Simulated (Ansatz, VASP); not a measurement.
# One calculation of Al, two programs

INCAR

```
SYSTEM = Al
ALGO = Fast
EDIFF = 1E-6
ENCUT = 520
GGA = PS
ISIF = 2
ISMEAR = 0
LASPH = .TRUE.
LCHARG = .FALSE.
LREAL = .FALSE.
LWAVE = .FALSE.
NBANDS = 14
NELM = 100
PREC = Accurate
SIGMA = 0.15
```

KPOINTS

```
k-points
0
G
  18 18 6
  0 0 0
```

POSCAR

```
Al
1.0
    2.8362844918      0.0000000000      0.0000000000
   -1.4181422459      2.4562944222      0.0000000000
    0.0000000000      0.0000000000      9.3221494563
Al
4
Direct
    0.0000000000      0.0000000000      0.0321814193
    0.3333333333      0.6666666667      0.2500000000
    0.0000000000      0.0000000000      0.5000000000
    0.6666666667      0.3333333333      0.7500000000
```

Input for Ansatz:

```yaml
crystal:
  lattice:
    - [2.8362844918, 0.0, 0.0]
    - [-1.4181422459, 2.4562944222, 0.0]
    - [0.0, 0.0, 9.3221494563]
  atoms:
    - { symbol: Al, position: [0.0, 0.0, 0.0321814193] }
    - { symbol: Al, position: [0.3333333333, 0.6666666667, 0.25] }
    - { symbol: Al, position: [0.0, 0.0, 0.5] }
    - { symbol: Al, position: [0.6666666667, 0.3333333333, 0.75] }
basis:
  ecutwfc: 420
kpoints:
  mp_grid: { grid: [18, 18, 6] }
hamiltonian:
  xc: pbesol
scf:
  occupations: { method: gaussian, width: 0.15 }
output:
  forces: true
  stress: true
  eigenvalues: true
```

Alike in both runs: task single point; functional PBEsol; k mesh 18 × 18 × 6; occupations gaussian, width 0.15 eV; no spin polarisation.

```csv
,VASP,Ansatz
version,VASP 6.6.1,Ansatz 0.2.0
potentials or method,"VASP PAW PBE potentials, release 64 (Al), cutoff 520 eV","scalar-relativistic, plane waves, PAW"
valence electrons in the cell,12,12
```

|  | VASP | Ansatz | Ansatz less VASP |
| --- | --- | --- | --- |
| gap on the k mesh at the Fermi level (eV) | none | none | - |
| pressure (GPa) | 2.0 | 2.0 | -0.07 |
| traceless stress, the component that is largest in VASP (GPa) | 1.31 | 1.30 | -0.005 |
| rms of the force components (eV/Å) | 0.620 | 0.617 | -0.0035 |

VASP's potentials were made for PBE, not for PBEsol. Atom by atom the forces differ by 0.004 eV/Å (rms over components). A gap of «none» marks a metal or a gap that the smearing closes.
